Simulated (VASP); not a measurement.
# SiB6 (Pm-3m) in VASP: notebook

Runs on SiB6. Level: PBE. Tasks: single point, relaxation of cell and atoms.

All numbers are computed with VASP 6.6.1; they aren't measurements. Logs are shortened: lines on timing, memory, paths and dates and some standing lists are left out, and cuts for length are marked.

### Step 1. The cell of the first run

It takes space group Pm-3m (No. 221, cubic). The conventional cell has a = 4.130 Å, b = 4.130 Å, c = 4.130 Å, α = 90.00°, β = 90.00°, γ = 90.00°. Within 4.2 Å of Si (site symmetry m-3m) lie 24 B at 3.05 Å and 6 Si at 4.13 Å. Within 2.3 Å of B (site symmetry 4mm) lie 5 B at 1.69 to 1.73 Å.

### Step 2. Single point, PBE

Input file INCAR:

```
PREC = Accurate
ENCUT = 500
EDIFF = 1E-6
ISMEAR = 0
SIGMA = 0.1
LREAL = False
LASPH = True
NELM = 120
ALGO = Normal
ISIF = 2
LWAVE = False
LCHARG = True
GGA = PE
LELF = True
LVHAR = True
NBANDS = 20
GGA_COMPAT = False
```

Input file KPOINTS:

```
regular mesh
0
Gamma
  4 4 4
```

Input file POSCAR:

```
SiB6
1.0
    4.1300000000      0.0000000000      0.0000000000
    0.0000000000      4.1300000000      0.0000000000
    0.0000000000      0.0000000000      4.1300000000
Si B
1 6
Direct
    0.0000000000      0.0000000000      0.0000000000
    0.2100000000      0.5000000000      0.5000000000
    0.5000000000      0.2100000000      0.5000000000
    0.7900000000      0.5000000000      0.5000000000
    0.5000000000      0.7900000000      0.5000000000
    0.5000000000      0.5000000000      0.2100000000
    0.5000000000      0.5000000000      0.7900000000
```

Potentials or basis: VASP PAW PBE potentials, release 64 (Si, B).

Run with:

```console
> cat potpaw_PBE.64/Si/POTCAR potpaw_PBE.64/B/POTCAR > POTCAR
> mpirun -np 1 vasp_std > vasp.out
```

OUTCAR:

```text
PREC = Accurate
   ENCUT = 500
   EDIFF = 1E-6
   ISMEAR = 0
   LREAL = False
   LASPH = True
   NELM = 120
   ISIF = 2
   GGA = PE

 ion  position               nearest neighbor table
   1  0.000  0.000  0.000-
   2  0.210  0.500  0.500-   3 1.69   5 1.69   6 1.69   7 1.69   4 1.73
   3  0.500  0.210  0.500-   2 1.69   4 1.69   6 1.69   7 1.69   5 1.73
   4  0.790  0.500  0.500-   3 1.69   5 1.69   6 1.69   7 1.69   2 1.73
   5  0.500  0.790  0.500-   2 1.69   4 1.69   6 1.69   7 1.69   3 1.73
   6  0.500  0.500  0.210-   2 1.69   3 1.69   4 1.69   5 1.69   7 1.73
   7  0.500  0.500  0.790-   2 1.69   3 1.69   4 1.69   5 1.69   6 1.73

  LATTYP: Found a simple cubic cell.
 ALAT       =     4.1300000000

  Lattice vectors:

 A1 = (   4.1300000000,   0.0000000000,   0.0000000000)
 A2 = (   0.0000000000,   4.1300000000,   0.0000000000)
 A3 = (   0.0000000000,   0.0000000000,   4.1300000000)

Analysis of symmetry for initial positions (statically):
=====================================================================
 Subroutine PRICEL returns:
 Original cell was already a primitive cell.

 Routine SETGRP: Setting up the symmetry group for a
 simple cubic supercell.

 Subroutine GETGRP returns: Found 48 space group operations
 (whereof 48 operations were pure point group operations)
 out of a pool of 48 trial point group operations.

The static configuration has the point symmetry O_h .

Analysis of symmetry for dynamics (positions and initial velocities):
=====================================================================
 Subroutine PRICEL returns:
 Original cell was already a primitive cell.

 Routine SETGRP: Setting up the symmetry group for a
 simple cubic supercell.

 Subroutine GETGRP returns: Found 48 space group operations
 (whereof 48 operations were pure point group operations)
 out of a pool of 48 trial point group operations.

The dynamic configuration has the point symmetry O_h .

 Subroutine INISYM returns: Found 48 space group operations
 (whereof 48 operations are pure point group operations),
 and found     1 'primitive' translations

----------------------------------------------------------------------------------------

                                     Primitive cell

  volume of cell :      70.4450

  direct lattice vectors                    reciprocal lattice vectors
     4.130000000  0.000000000  0.000000000     0.242130751  0.000000000  0.000000000
     0.000000000  4.130000000  0.000000000     0.000000000  0.242130751  0.000000000
     0.000000000  0.000000000  4.130000000     0.000000000  0.000000000  0.242130751

  length of vectors
     4.130000000  4.130000000  4.130000000     0.242130751  0.242130751  0.242130751

  position of ions in fractional coordinates (direct lattice)
     0.000000000  0.000000000  0.000000000
     0.210000000  0.500000000  0.500000000
     0.500000000  0.210000000  0.500000000
     0.790000000  0.500000000  0.500000000
     0.500000000  0.790000000  0.500000000
     0.500000000  0.500000000  0.210000000
     0.500000000  0.500000000  0.790000000

  ion indices of the primitive-cell ions
   primitive index   ion index
                 1           1
                 2           2
                 3           3
                 4           4
                 5           5
                 6           6
                 7           7

----------------------------------------------------------------------------------------

 KPOINTS: regular mesh

Automatic generation of k-mesh.
 Grid dimensions read from file:
 generate k-points for:    4    4    4

 Generating k-lattice:

  Cartesian coordinates                     Fractional coordinates (reciprocal lattice)
     0.060532688  0.000000000  0.000000000     0.250000000  0.000000000  0.000000000
     0.000000000  0.060532688  0.000000000     0.000000000  0.250000000  0.000000000
     0.000000000  0.000000000  0.060532688     0.000000000  0.000000000  0.250000000

  Length of vectors
     0.060532688  0.060532688  0.060532688

  Shift w.r.t. Gamma in fractional coordinates (k-lattice)
     0.000000000  0.000000000  0.000000000

 Subroutine IBZKPT returns following result:
 ===========================================

 Found     10 irreducible k-points:

 Following reciprocal coordinates:
            Coordinates               Weight
  0.000000  0.000000  0.000000      1.000000
  0.250000  0.000000  0.000000      6.000000
  0.500000  0.000000  0.000000      3.000000
  0.250000  0.250000  0.000000     12.000000
  0.500000  0.250000  0.000000     12.000000
  0.500000  0.500000  0.000000      3.000000
  0.250000  0.250000  0.250000      8.000000
  0.500000  0.250000  0.250000     12.000000
  0.500000  0.500000  0.250000      6.000000
  0.500000  0.500000  0.500000      1.000000
   k-points           NKPTS =     10   k-points in BZ     NKDIM =     10   number of bands    NBANDS=     20
   number of dos      NEDOS =    301   number of ions     NIONS =      7
   total plane-waves  NPLWV =  27000
   dimension x,y,z NGX =    30 NGY =   30 NGZ =   30
   dimension x,y,z NGXF=    60 NGYF=   60 NGZF=   60
   ions per type =               1   6
   NGX,Y,Z   is equivalent  to a cutoff of  12.08, 12.08, 12.08 a.u.
   NGXF,Y,Z  is equivalent  to a cutoff of  24.15, 24.15, 24.15 a.u.
 SYSTEM =  unknown system
   PREC   = accura    normal or accurate (medium, high low for compatibility)
   ISTART =      0    job   : 0-new  1-cont  2-samecut
   ICHARG =      2    charge: 1-file 2-atom 10-const
   ISPIN  =      1    spin polarized calculation?
   LNONCOLLINEAR =      F non collinear calculations
   LSORBIT =      F    spin-orbit coupling
   LASPH  =      T    aspherical Exc in radial PAW
   ENCUT  =  500.0 eV  36.75 Ry    6.06 a.u.   7.53  7.53  7.53*2*pi/ulx,y,z
   NELM   =    120;   NELMIN=  2; NELMDL= -5     # of ELM steps
   EDIFF  = 0.1E-05   stopping-criterion for ELM
   LREAL  =      F    real-space projection
   EDIFFG = 0.1E-04   stopping-criterion for IOM
   NSW    =      0    number of steps for IOM
   IBRION =     -1    ionic relax: 0-MD 1-quasi-New 2-CG
   NFREE  =      0    steps in history (QN), initial steepest desc. (CG)
   ISIF   =      2    stress and relaxation
   ISYM   =      2    0-nonsym 1-usesym 2-fastsym
   POTIM  = 0.5000    time-step for ionic-motion
   TEBEG  =    0.0;   TEEND  =   0.0 temperature during run
   PSTRESS=    0.0 pullay stress
   NELECT =      22.0000    total number of electrons
   NUPDOWN=      -1.0000    fix difference up-down
   EMIN   =  10.00;   EMAX   =-10.00  energy-range for DOS
   EFERMI =   0.00;   METHOD = LEGACY
   ISMEAR =     0;   SIGMA  =   0.10  broadening in eV -4-tet -1-fermi 0-gaus
   EFERMI_NEDOS =   21; number of points for ismear=-14 and -15
   IALGO  =     38    algorithm
   IMIX   =      4    mixing-type and parameters
     AMIX     =   0.40;   BMIX     =  1.00
     AMIX_MAG =   1.60;   BMIX_MAG =  1.00
  volume/ion in A,a.u.               =      10.06        67.91
  Fermi-wavevector in a.u.,A,eV,Ry     =   1.110706  2.098929 16.785061  1.233667
  Thomas-Fermi vector in A             =   2.247260
   LORBIT       =      0    0 simple, 1 ext, 2 COOP (PROOUT), +10 PAW based schemes
   GGA     = PE    functional components
   LHFCALC =     F    Hartree Fock is set to
   AEXX    =    0.0000 exact exchange contribution
   IVDW    =     0    specifies the selected vdW correction
   LEPSILON=     F    determine dielectric tensor
   LRPA    =     F    only Hartree local field effects (RPA)
 non-spin polarized calculation
 Gauss-broadening in eV      SIGMA  =   0.10
  energy-cutoff  :      500.00
  volume of cell :       70.44
 maximum number of plane-waves:      1803
   NGX = 15   NGY = 15   NGZ = 15

 number of electron      21.9999998 magnetization

 Free energy of the ion-electron system (eV)
  ---------------------------------------------------
  ext. energy  EPLUGINS =         0.00000000
  ---------------------------------------------------
  free energy    TOTEN  =       -42.07284513 eV

  energy without entropy =      -42.07273970  energy(sigma->0) =      -42.07279242

 E-fermi :   4.9986     XC(G=0): -10.5171

 val. band max:        4.7996121148   @ k =   0.5000   0.0000   0.0000
 cond. band min:       5.2125880320   @ k =   0.5000   0.5000   0.0000
 fundamental gap:      0.4129759171
 Fermi energy:         4.9985716293

 k-point     1 :       0.0000    0.0000    0.0000
  band No.  band energies     occupation
      1     -10.1175      2.00000
      2      -3.9959      2.00000
      3      -2.0574      2.00000
      4      -2.0574      2.00000
      5      -2.0574      2.00000
      6       0.3271      2.00000
[... 12 lines left out ...]
     19      11.7495      0.00000
     20      16.1063      0.00000

 k-point     2 :       0.2500    0.0000    0.0000
  band No.  band energies     occupation
      1      -9.9451      2.00000
      2      -4.7958      2.00000
      3      -2.0429      2.00000
      4      -1.7598      2.00000
      5      -1.7598      2.00000
      6       0.4866      2.00000
[... 12 lines left out ...]
     19      13.9366      0.00000
     20      14.2246      0.00000

 k-point     3 :       0.5000    0.0000    0.0000
  band No.  band energies     occupation
      1      -9.7417      2.00000
      2      -5.5019      2.00000
      3      -1.6403      2.00000
      4      -1.3483      2.00000
      5      -1.3483      2.00000
      6      -0.0492      2.00000
[... 12 lines left out ...]
     19      13.7321      0.00000
     20      14.1360      0.00000

 k-point     4 :       0.2500    0.2500    0.0000
  band No.  band energies     occupation
      1      -9.7948      2.00000
      2      -4.7426      2.00000
      3      -3.3699      2.00000
      4      -1.4705      2.00000
      5      -0.8814      2.00000
      6      -0.3418      2.00000
[... 107 lines left out ...]
 k-point     9 :       0.5000    0.5000    0.2500
  band No.  band energies     occupation
      1      -9.3939      2.00000
      2      -3.7771      2.00000
      3      -3.7771      2.00000
      4      -2.7828      2.00000
      5      -2.5390      2.00000
      6       0.8110      2.00000
[... 12 lines left out ...]
     19      14.0491      0.00000
     20      14.6413      0.00000

 k-point    10 :       0.5000    0.5000    0.5000
  band No.  band energies     occupation
      1      -9.2903      2.00000
      2      -3.3215      2.00000
      3      -3.3215      2.00000
      4      -3.3215      2.00000
      5      -1.9721      2.00000
      6      -0.4176      2.00000
[... 12 lines left out ...]
     19      13.9365      0.00000
     20      13.9365      0.00000

------------------------ aborting loop because EDIFF is reached ----------------------------------------

  FORCE on cell =-STRESS in cart. coord.  units (eV):
  Direction    XX          YY          ZZ          XY          YZ          ZX
  --------------------------------------------------------------------------------------
  -------------------------------------------------------------------------------------
  Total        1.7353275      1.7353275      1.7353275      0.0000000      0.0000000     -0.0000000
  in kB       39.4677043     39.4677043     39.4677043      0.0000000      0.0000000     -0.0000000
  external PRESSURE =      39.4677043 kB  Pullay stress =       0.0000000 kB

 VOLUME and BASIS-vectors are now :
 -----------------------------------------------------------------------------
  energy-cutoff  :      500.00
  volume of cell :       70.44
      direct lattice vectors                 reciprocal lattice vectors
     4.130000000  0.000000000  0.000000000     0.242130751  0.000000000  0.000000000
     0.000000000  4.130000000  0.000000000     0.000000000  0.242130751  0.000000000
     0.000000000  0.000000000  4.130000000     0.000000000  0.000000000  0.242130751

 POSITION                                       TOTAL-FORCE (eV/Angst)
 -----------------------------------------------------------------------------------
      0.00000      0.00000      0.00000        -0.000000     -0.000000      0.000000
      0.86730      2.06500      2.06500        -2.633939      0.000000     -0.000000
      2.06500      0.86730      2.06500        -0.000000     -2.633939      0.000000
      3.26270      2.06500      2.06500         2.633939     -0.000000      0.000000
      2.06500      3.26270      2.06500        -0.000000      2.633939      0.000000
      2.06500      2.06500      0.86730         0.000000      0.000000     -2.633939
      2.06500      2.06500      3.26270        -0.000000     -0.000000      2.633939
 -----------------------------------------------------------------------------------
    total drift:                               -0.000000      0.000000     -0.000000

  FREE ENERGIE OF THE ION-ELECTRON SYSTEM (eV)
  ---------------------------------------------------
  free  energy   TOTEN  =       -42.0728451295 eV

  energy  without entropy=      -42.0727397027  energy(sigma->0) =      -42.07279242
```

It took 9.5 s on 1 thread of Intel Xeon Platinum 8559C (Emerald Rapids), shared host; peak memory 0.16 GiB.

Results:

- Free energy: -42.0728 eV
- Pressure: 3.9 GPa
- Largest force: 2.634 eV/Å
- Band gap on the k mesh: 0.41 eV (least direct gap 1.41 eV)

Forces on the atoms (eV/Å):
```
Si   0.000  0.000  0.000
B   -2.634  0.000  0.000
B    0.000 -2.634  0.000
B    2.634  0.000  0.000
B    0.000  2.634  0.000
B    0.000  0.000 -2.634
B    0.000  0.000  2.634
```

Caveat: the cell stands under pressure; forces of over 1 eV/Å act on the atoms, so gaps and moduli don't describe the material at rest. A k mesh can miss the band edges.

### Step 3. Single point, PBE

This run uses another cell than the first one, of 10.09 Å³/atom.

Input file INCAR:

```
PREC = Accurate ; ENCUT = 500
EDIFF = 1E-6 ; ISMEAR = 0
SIGMA = 0.1 ; LREAL = F
LASPH = T ; NELM = 120
ALGO = Normal ; ISIF = 2
LWAVE = F ; LCHARG = T
GGA = PE ; LELF = T
LVHAR = T ; NBANDS = 20
GGA_COMPAT = F
```

KPOINTS is that of step 2.

Input file POSCAR:

```
SiB6
1.0
    4.1339657417      0.0000000000      0.0000000000
    0.0000000000      4.1339657417      0.0000000000
    0.0000000000      0.0000000000      4.1339657417
Si B
1 6
Direct
    0.0000000000      0.0000000000      0.0000000000
    0.2004363442      0.5000000000      0.5000000000
    0.5000000000      0.2004363442      0.5000000000
    0.7995636558      0.5000000000      0.5000000000
    0.5000000000      0.7995636558      0.5000000000
    0.5000000000      0.5000000000      0.2004363442
    0.5000000000      0.5000000000      0.7995636558
```

Potentials or basis: VASP PAW PBE potentials, release 64 (Si, B).

Run with:

```console
> cat potpaw_PBE.64/Si/POTCAR potpaw_PBE.64/B/POTCAR > POTCAR
> mpirun -np 1 vasp_std > vasp.out
```

It took 13 s on 1 thread of Intel Xeon Platinum 8559C (Emerald Rapids), shared host; peak memory 0.16 GiB.

The run converged. Its results:

* Free energy: -42.3892 eV
* Pressure: 0.0 GPa
* Largest force: 0.030 eV/Å
* Band gap on the k mesh: 0.06 eV (least direct gap 0.69 eV)

Forces in eV/Å, atoms in the order of the input:
```
Si   0.000  0.000  0.000
B   -0.030  0.000  0.000
B    0.000 -0.030  0.000
B    0.030  0.000  0.000
B    0.000  0.030  0.000
B    0.000  0.000 -0.030
B    0.000  0.000  0.030
```

Levels at points of the mesh, in eV from the valence-band top:
```
           k point  band 7  band 8  band 9  band 10  band 11  band 12  band 13  band 14  band 15  band 16
(0.00, 0.00, 0.00)   -5.34   -3.64   -0.22    -0.22    -0.22     1.16     1.16     1.16     2.80     2.80
(0.50, 0.00, 0.00)   -5.03   -3.33   -3.33    -1.89     0.00     0.69     1.60     2.43     2.43     4.28
(0.50, 0.50, 0.00)   -2.56   -2.56   -2.12    -1.68    -1.68     0.06     0.06     0.27     5.84     5.84
(0.50, 0.50, 0.50)   -5.67   -5.67   -1.28    -1.28    -1.28     3.07     3.07     3.07     5.80     7.89
```

A k mesh can miss the band edges.

### Step 4. Relaxation of cell and atoms, PBE

Input file INCAR:

```
SYSTEM = SiB6
PREC     = Accurate       ! precision mode
ENCUT    = 500            ! plane-wave cutoff, eV
EDIFF    = 1E-7           ! SCF threshold, eV
ISMEAR   = 0              ! smearing method
SIGMA    = 0.1            ! smearing width, eV
LREAL    = .False.        ! projectors in reciprocal space
LASPH    = .True.         ! aspherical terms in the spheres
NELM     = 120            ! most SCF steps
ALGO     = Normal         ! electronic algorithm
ISIF     = 3              ! what is computed and relaxed
LWAVE    = .False.        ! write WAVECAR
LCHARG   = .False.        ! write CHGCAR
GGA      = PE             ! functional
IBRION   = 2              ! ionic algorithm
NSW      = 60             ! ionic steps
EDIFFG   = -0.04          ! ionic threshold
GGA_COMPAT= .False.      
NELMIN   = 4
```

Input file KPOINTS:

```
regular mesh
0
Gamma
  4 4 4
  0 0 0
```

Input file POSCAR:

```
SiB6
1.0
    4.1300000000      0.0000000000      0.0000000000
    0.0000000000      4.1300000000      0.0000000000
    0.0000000000      0.0000000000      4.1300000000
Si B
1 6
Direct
    0.0000000000      0.0000000000      0.0000000000
    0.2100000000      0.5000000000      0.5000000000
    0.5000000000      0.2100000000      0.5000000000
    0.7900000000      0.5000000000      0.5000000000
    0.5000000000      0.7900000000      0.5000000000
    0.5000000000      0.5000000000      0.2100000000
    0.5000000000      0.5000000000      0.7900000000
```

Run with:

```console
> cat potpaw_PBE.64/Si/POTCAR potpaw_PBE.64/B/POTCAR > POTCAR
> mpirun -np 1 vasp_std > vasp.out
```

Run time: 34 s. Hardware: 1 thread of Intel Xeon Platinum 8559C (Emerald Rapids), shared host; peak memory 0.15 GiB.

It converged, with:

```yaml
Free_energy: -42.3892 eV
Relaxed_volume: 10.07 Å³/atom
Relaxed_cell: a = 4.131 Å, b = 4.131 Å, c = 4.131 Å, α = 90.00°, β = 90.00°, γ = 90.00°
Space_group_after_relaxing_to_0.1_Å: Pm-3m (No. 221)
Energy_gained_by_relaxing: 45.2 meV/atom
Ionic_steps: 6
Pressure_after_relaxing: 0.2 GPa
Largest_force_after_relaxing: 0.009 eV/Å
Band_gap_on_the_k_mesh: 0.06 eV (least direct gap 0.68 eV)
```

Forces in eV/Å, atoms in the order of the input:
```
Si   0.000  0.000  0.000
B   -0.009  0.000  0.000
B    0.000 -0.009  0.000
B    0.009  0.000  0.000
B    0.000  0.009  0.000
B    0.000  0.000 -0.009
B    0.000  0.000  0.009
```

The path:
| step | energy change (eV) | largest force (eV/Å) | pressure (GPa) | volume (Å³) |
| --- | --- | --- | --- | --- |
| 1 | 0.0000 | 2.6350 | 3.94 | 70.44 |
| 2 | 1.2251 | 5.9198 | -2.05 | 73.00 |
| 3 | -0.3133 | 0.1024 | -1.37 | 71.24 |
| 4 | -0.3141 | 0.0174 | -1.22 | 71.21 |
| 5 | -0.3140 | 0.0670 | -1.15 | 71.19 |
| 6 | -0.3163 | 0.0093 | 0.21 | 70.52 |

Final structure:
```
Si B
1.0
     4.13147    0.00000    0.00000
     0.00000    4.13147    0.00000
     0.00000    0.00000    4.13147
Si B
1 6
Direct
  0.00000 0.00000 0.00000
  0.20033 0.50000 0.50000
  0.50000 0.20033 0.50000
  0.79967 0.50000 0.50000
  0.50000 0.79967 0.50000
  0.50000 0.50000 0.20033
  0.50000 0.50000 0.79967
```

Levels at points of the mesh, in eV from the valence-band top:
```csv
k point,band 8,band 9,band 10,band 11,band 12,band 13,band 14,band 15
"(0.00, 0.00, 0.00)",-3.64,-0.22,-0.22,-0.22,1.16,1.16,1.16,2.79
"(0.50, 0.00, 0.00)",-3.34,-3.34,-1.90,0.00,0.68,1.60,2.43,2.43
"(0.50, 0.50, 0.00)",-2.57,-2.12,-1.68,-1.68,0.06,0.06,0.27,5.85
"(0.50, 0.50, 0.50)",-5.68,-1.28,-1.28,-1.28,3.07,3.07,3.07,5.82
```

### Step 5. Overview

```tsv
task	cell	gap on the mesh (eV)	pressure (GPa)	largest force (eV/Å)
single point	a = 4.130 Å, 7 atoms, atomic positions A	0.41	3.9	2.63
single point	a = 4.134 Å, 7 atoms, atomic positions B	0.06	0.0	0.03
relaxation of cell and atoms	relaxed from a = 4.130 Å, 7 atoms, atomic positions A	0.06	0.2	0.01
```

Alike in all rows: level PBE; potentials or basis VASP PAW PBE potentials, release 64 (Si, B); no spin polarisation; k mesh 4 × 4 × 4; cutoff (eV) 500; smearing gaussian 0.1 eV.

Caveats: the cell stands under pressure (at least some runs); forces of over 1 eV/Å act on the atoms, so gaps and moduli don't describe the material at rest (at least some runs).

Total energies depend on the potentials used, so only differences within one code and one set of settings carry meaning.
